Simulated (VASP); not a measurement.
# Ca4AlO (F-43m) in VASP: single point with PBE

Aim: the single point of Ca4AlO with PBE.

All numbers are computed with VASP 6.6.1; they aren't measurements. Logs are shortened: lines on timing, memory, paths and dates and some standing lists are left out, and cuts for length are marked.

## 1. The cell of the first run

It takes space group F-43m (No. 216, cubic). Conventional cell: a = 7.778 Å, b = 7.778 Å, c = 7.778 Å, α = 90.00°, β = 90.00°, γ = 90.00°. Ca (site symmetry 3m) has 6 Ca at 2.74 to 2.76 Å and 3 O at 3.22 Å and 3 Al at 3.23 Å within 3.6 Å. Al (site symmetry -43m) has 12 Ca at 3.23 Å and 4 O at 3.37 Å within 4.2 Å. Within 4.2 Å of O (site symmetry -43m) lie 12 Ca at 3.22 Å and 4 Al at 3.37 Å.

## 2. Single point, PBE

Input file INCAR:

```
SYSTEM = Ca4AlO
PREC     = Accurate       ! precision mode
ENCUT    = 520            ! plane-wave cutoff, eV
EDIFF    = 1E-6           ! SCF threshold, eV
ISMEAR   = 0              ! smearing method
SIGMA    = 0.1            ! smearing width, eV
LREAL    = .False.        ! projectors in reciprocal space
LASPH    = .True.         ! aspherical terms in the spheres
NELM     = 80             ! most SCF steps
ALGO     = Normal         ! electronic algorithm
ISIF     = 2              ! what is computed and relaxed
LWAVE    = .False.        ! write WAVECAR
LCHARG   = .True.         ! write CHGCAR
GGA      = PE             ! functional
LELF     = .True.         ! ELF
LVHAR    = .True.       
NBANDS   = 34             ! bands
```

Input file KPOINTS:

```
Automatic mesh
0
Gamma
  4 4 4
  0 0 0
```

Input file POSCAR:

```
Ca4AlO
1.0
    0.0000000000      3.8890640700      3.8890640700
    3.8890640700      0.0000000000      3.8890640700
    3.8890640700      3.8890640700      0.0000000000
Ca Al O
4 1 1
Direct
    0.8739440100      0.3753520000      0.3753520000
    0.3753520000      0.3753520000      0.3753520000
    0.3753520000      0.8739440100      0.3753520000
    0.3753520000      0.3753520000      0.8739440100
    0.0000000000      0.0000000000      0.0000000000
    0.7500000000      0.7500000000      0.7500000000
```

Potentials or basis: VASP PAW PBE potentials, release 64 (Ca_sv, Al, O).

On the command line:

```bash
$ cat potpaw_PBE.64/Ca_sv/POTCAR potpaw_PBE.64/Al/POTCAR potpaw_PBE.64/O/POTCAR > POTCAR
$ mpirun -np 1 vasp_std > vasp.out
```

OUTCAR:

```text
SYSTEM = Ca4AlO
   PREC = Accurate
   ENCUT = 520
   EDIFF = 1E-6
   ISMEAR = 0
   LREAL = .False.
   LASPH = .True.
   NELM = 80
   ISIF = 2
   GGA = PE

 ion  position               nearest neighbor table
   1  0.874  0.375  0.375-   2 2.74   3 2.74   4 2.74   2 2.76   4 2.76   3 2.76   5 3.23   5 3.23
                             5 3.23
   2  0.375  0.375  0.375-   1 2.74   3 2.74   4 2.74   4 2.76   3 2.76   1 2.76   5 3.23   5 3.23
                             5 3.23
   3  0.375  0.874  0.375-   1 2.74   2 2.74   4 2.74   4 2.76   2 2.76   1 2.76   5 3.23   5 3.23
                             5 3.23
   4  0.375  0.375  0.874-   1 2.74   2 2.74   3 2.74   2 2.76   3 2.76   1 2.76   5 3.23   5 3.23
                             5 3.23
   5  0.000  0.000  0.000-   1 3.23   3 3.23   1 3.23   4 3.23   3 3.23   4 3.23   2 3.23   2 3.23
                             2 3.23   1 3.23   3 3.23   4 3.23
   6  0.750  0.750  0.750-

  LATTYP: Found a face centered cubic cell.
 ALAT       =     7.7781281400

  Lattice vectors:

 A1 = (   0.0000000000,   3.8890640700,   3.8890640700)
 A2 = (   3.8890640700,   0.0000000000,   3.8890640700)
 A3 = (   3.8890640700,   3.8890640700,   0.0000000000)

Analysis of symmetry for initial positions (statically):
=====================================================================
 Subroutine PRICEL returns:
 Original cell was already a primitive cell.

 Routine SETGRP: Setting up the symmetry group for a
 face centered cubic supercell.

 Subroutine GETGRP returns: Found 24 space group operations
 (whereof 24 operations were pure point group operations)
 out of a pool of 48 trial point group operations.

The static configuration has the point symmetry T_d .

Analysis of symmetry for dynamics (positions and initial velocities):
=====================================================================
 Subroutine PRICEL returns:
 Original cell was already a primitive cell.

 Routine SETGRP: Setting up the symmetry group for a
 face centered cubic supercell.

 Subroutine GETGRP returns: Found 24 space group operations
 (whereof 24 operations were pure point group operations)
 out of a pool of 48 trial point group operations.

The dynamic configuration has the point symmetry T_d .

 Subroutine INISYM returns: Found 24 space group operations
 (whereof 24 operations are pure point group operations),
 and found     1 'primitive' translations

----------------------------------------------------------------------------------------

                                     Primitive cell

  volume of cell :     117.6428

  direct lattice vectors                    reciprocal lattice vectors
     0.000000000  3.889064070  3.889064070    -0.128565637  0.128565637  0.128565637
     3.889064070  0.000000000  3.889064070     0.128565637 -0.128565637  0.128565637
     3.889064070  3.889064070  0.000000000     0.128565637  0.128565637 -0.128565637

  length of vectors
     5.499967153  5.499967153  5.499967153     0.222682216  0.222682216  0.222682216

  position of ions in fractional coordinates (direct lattice)
     0.873944010  0.375352000  0.375352000
     0.375352000  0.375352000  0.375352000
     0.375352000  0.873944010  0.375352000
     0.375352000  0.375352000  0.873944010
     0.000000000  0.000000000  0.000000000
     0.750000000  0.750000000  0.750000000

  ion indices of the primitive-cell ions
   primitive index   ion index
                 1           1
                 2           2
                 3           3
                 4           4
                 5           5
                 6           6

----------------------------------------------------------------------------------------

 KPOINTS: Automatic mesh

Automatic generation of k-mesh.
 Grid dimensions read from file:
 generate k-points for:    4    4    4

 Generating k-lattice:

  Cartesian coordinates                     Fractional coordinates (reciprocal lattice)
    -0.032141409  0.032141409  0.032141409     0.250000000  0.000000000  0.000000000
     0.032141409 -0.032141409  0.032141409     0.000000000  0.250000000  0.000000000
     0.032141409  0.032141409 -0.032141409     0.000000000  0.000000000  0.250000000

  Length of vectors
     0.055670554  0.055670554  0.055670554

  Shift w.r.t. Gamma in fractional coordinates (k-lattice)
     0.000000000  0.000000000  0.000000000

 Subroutine IBZKPT returns following result:
 ===========================================

 Found      8 irreducible k-points:

 Following reciprocal coordinates:
            Coordinates               Weight
  0.000000  0.000000  0.000000      1.000000
  0.250000  0.000000  0.000000      8.000000
  0.500000  0.000000  0.000000      4.000000
  0.250000  0.250000  0.000000      6.000000
  0.500000  0.250000  0.000000     24.000000
 -0.250000  0.250000  0.000000     12.000000
  0.500000  0.500000  0.000000      3.000000
 -0.250000  0.500000  0.250000      6.000000
   k-points           NKPTS =      8   k-points in BZ     NKDIM =      8   number of bands    NBANDS=     34
   number of dos      NEDOS =    301   number of ions     NIONS =      6
   total plane-waves  NPLWV =  74088
   dimension x,y,z NGX =    42 NGY =   42 NGZ =   42
   dimension x,y,z NGXF=    84 NGYF=   84 NGZF=   84
   ions per type =               4   1   1
   NGX,Y,Z   is equivalent  to a cutoff of  12.70, 12.70, 12.70 a.u.
   NGXF,Y,Z  is equivalent  to a cutoff of  25.39, 25.39, 25.39 a.u.
 SYSTEM =  Ca4AlO
   PREC   = accura    normal or accurate (medium, high low for compatibility)
   ISTART =      0    job   : 0-new  1-cont  2-samecut
   ICHARG =      2    charge: 1-file 2-atom 10-const
   ISPIN  =      1    spin polarized calculation?
   LNONCOLLINEAR =      F non collinear calculations
   LSORBIT =      F    spin-orbit coupling
   LASPH  =      T    aspherical Exc in radial PAW
   ENCUT  =  520.0 eV  38.22 Ry    6.18 a.u.  10.23 10.23 10.23*2*pi/ulx,y,z
   NELM   =     80;   NELMIN=  2; NELMDL= -5     # of ELM steps
   EDIFF  = 0.1E-05   stopping-criterion for ELM
   LREAL  =      F    real-space projection
   EDIFFG = 0.1E-04   stopping-criterion for IOM
   NSW    =      0    number of steps for IOM
   IBRION =     -1    ionic relax: 0-MD 1-quasi-New 2-CG
   NFREE  =      0    steps in history (QN), initial steepest desc. (CG)
   ISIF   =      2    stress and relaxation
   ISYM   =      2    0-nonsym 1-usesym 2-fastsym
   POTIM  = 0.5000    time-step for ionic-motion
   TEBEG  =    0.0;   TEEND  =   0.0 temperature during run
   PSTRESS=    0.0 pullay stress
   NELECT =      49.0000    total number of electrons
   NUPDOWN=      -1.0000    fix difference up-down
   EMIN   =  10.00;   EMAX   =-10.00  energy-range for DOS
   EFERMI =   0.00;   METHOD = LEGACY
   ISMEAR =     0;   SIGMA  =   0.10  broadening in eV -4-tet -1-fermi 0-gaus
   EFERMI_NEDOS =   21; number of points for ismear=-14 and -15
   IALGO  =     38    algorithm
   IMIX   =      4    mixing-type and parameters
     AMIX     =   0.40;   BMIX     =  1.00
     AMIX_MAG =   1.60;   BMIX_MAG =  1.00
  volume/ion in A,a.u.               =      19.61       132.32
  Fermi-wavevector in a.u.,A,eV,Ry     =   1.222602  2.310383 20.337385  1.494756
  Thomas-Fermi vector in A             =   2.357743
   LORBIT       =      0    0 simple, 1 ext, 2 COOP (PROOUT), +10 PAW based schemes
   GGA     = PE    functional components
   LHFCALC =     F    Hartree Fock is set to
   AEXX    =    0.0000 exact exchange contribution
   IVDW    =     0    specifies the selected vdW correction
   LEPSILON=     F    determine dielectric tensor
   LRPA    =     F    only Hartree local field effects (RPA)
 non-spin polarized calculation
 Gauss-broadening in eV      SIGMA  =   0.10
  energy-cutoff  :      520.00
  volume of cell :      117.64
 maximum number of plane-waves:      3218
 NGX is ok and might be reduce to    42
   NGX = 21   NGY = 21   NGZ = 21

 number of electron      49.0000007 magnetization

 Free energy of the ion-electron system (eV)
  ---------------------------------------------------
  ext. energy  EPLUGINS =         0.00000000
  ---------------------------------------------------
  free energy    TOTEN  =       -10.65180000 eV

  energy without entropy =      -10.60921080  energy(sigma->0) =      -10.63050540

 E-fermi :   4.6052     XC(G=0):  -9.8750

 val. band max:        4.5956483737   @ k =   0.5000   0.2500   0.0000
 cond. band min:       4.6556992211   @ k =  -0.2500   0.2500   0.0000
 fundamental gap:      0.0600508474
 Fermi energy:         4.6052205755

 k-point     1 :       0.0000    0.0000    0.0000
  band No.  band energies     occupation
      1     -36.7363      2.00000
      2     -36.1912      2.00000
      3     -36.1912      2.00000
      4     -36.1912      2.00000
      5     -19.3925      2.00000
      6     -18.1353      2.00000
[... 26 lines left out ...]
     33       8.8084      0.00000
     34       8.8084      0.00000

 k-point     2 :       0.2500    0.0000    0.0000
  band No.  band energies     occupation
      1     -36.6823      2.00000
      2     -36.2519      2.00000
      3     -36.1916      2.00000
      4     -36.1916      2.00000
      5     -19.1854      2.00000
      6     -18.0756      2.00000
[... 26 lines left out ...]
     33       7.9507      0.00000
     34       8.5655      0.00000

 k-point     3 :       0.5000    0.0000    0.0000
  band No.  band energies     occupation
      1     -36.6061      2.00000
      2     -36.3347      2.00000
      3     -36.1920      2.00000
      4     -36.1920      2.00000
      5     -18.9415      2.00000
      6     -17.9631      2.00000
[... 26 lines left out ...]
     33       7.5167      0.00000
     34       7.5167      0.00000

 k-point     4 :       0.2500    0.2500    0.0000
  band No.  band energies     occupation
      1     -36.6607      2.00000
      2     -36.2751      2.00000
      3     -36.1921      2.00000
      4     -36.1921      2.00000
      5     -19.0949      2.00000
      6     -18.1680      2.00000
[... 26 lines left out ...]
     33       8.3002      0.00000
     34       8.3002      0.00000

 k-point     5 :       0.5000    0.2500    0.0000
  band No.  band energies     occupation
      1     -36.5678      2.00000
      2     -36.3743      2.00000
      3     -36.1928      2.00000
      4     -36.1925      2.00000
      5     -18.7683      2.00000
      6     -18.1547      2.00000
[... 26 lines left out ...]
     33       7.6308      0.00000
     34       7.7139      0.00000

 k-point     6 :      -0.2500    0.2500    0.0000
  band No.  band energies     occupation
      1     -36.6064      2.00000
      2     -36.3338      2.00000
      3     -36.1927      2.00000
      4     -36.1920      2.00000
      5     -18.9040      2.00000
      6     -18.0800      2.00000
[... 26 lines left out ...]
     33       7.5772      0.00000
     34       7.9629      0.00000

 k-point     7 :       0.5000    0.5000    0.0000
  band No.  band energies     occupation
      1     -36.4855      2.00000
      2     -36.4585      2.00000
      3     -36.1929      2.00000
      4     -36.1929      2.00000
      5     -18.4793      2.00000
      6     -18.4277      2.00000
[... 26 lines left out ...]
     33       7.6947      0.00000
     34       7.7879      0.00000

 k-point     8 :      -0.2500    0.5000    0.2500
  band No.  band energies     occupation
      1     -36.4855      2.00000
      2     -36.4585      2.00000
      3     -36.1929      2.00000
      4     -36.1929      2.00000
      5     -18.4486      2.00000
      6     -18.3912      2.00000
[... 26 lines left out ...]
     33       7.4857      0.00000
     34       7.9435      0.00000

------------------------ aborting loop because EDIFF is reached ----------------------------------------

  FORCE on cell =-STRESS in cart. coord.  units (eV):
  Direction    XX          YY          ZZ          XY          YZ          ZX
  --------------------------------------------------------------------------------------
  -------------------------------------------------------------------------------------
  Total       11.2625268     11.2625268     11.2625268     -0.0000000     -0.0000000     -0.0000000
  in kB      153.3843788    153.3843788    153.3843788     -0.0000000     -0.0000000     -0.0000000
  external PRESSURE =     153.3843788 kB  Pullay stress =       0.0000000 kB

 VOLUME and BASIS-vectors are now :
 -----------------------------------------------------------------------------
  energy-cutoff  :      520.00
  volume of cell :      117.64
      direct lattice vectors                 reciprocal lattice vectors
     0.000000000  3.889064070  3.889064070    -0.128565637  0.128565637  0.128565637
     3.889064070  0.000000000  3.889064070     0.128565637 -0.128565637  0.128565637
     3.889064070  3.889064070  0.000000000     0.128565637  0.128565637 -0.128565637

 POSITION                                       TOTAL-FORCE (eV/Angst)
 -----------------------------------------------------------------------------------
      2.91954      4.85859      4.85859         0.113120     -0.113120     -0.113120
      2.91954      2.91954      2.91954         0.113120      0.113120      0.113120
      4.85859      2.91954      4.85859        -0.113120      0.113120     -0.113120
      4.85859      4.85859      2.91954        -0.113120     -0.113120      0.113120
      0.00000      0.00000      0.00000         0.000000      0.000000      0.000000
      5.83360      5.83360      5.83360         0.000000      0.000000      0.000000
 -----------------------------------------------------------------------------------
    total drift:                               -0.000068     -0.000068     -0.000068

  FREE ENERGIE OF THE ION-ELECTRON SYSTEM (eV)
  ---------------------------------------------------
  free  energy   TOTEN  =       -10.6517999956 eV

  energy  without entropy=      -10.6092108004  energy(sigma->0) =      -10.63050540
```

Wall time 31 s (1 thread of Intel Xeon Platinum 8488C (Sapphire Rapids), shared host); peak memory 0.26 GiB.

What came out:

- Free energy: -10.6518 eV
- Pressure: 15.3 GPa
- Largest force: 0.196 eV/Å

Forces in eV/Å, atoms in the order of the input:
```
Ca   0.113 -0.113 -0.113
Ca   0.113  0.113  0.113
Ca  -0.113  0.113 -0.113
Ca  -0.113 -0.113  0.113
Al   0.000  0.000  0.000
O    0.000  0.000  0.000
```

Caveat: an odd number of electrons without spin polarisation forces a metal; a magnetic or distorted state may lie lower.
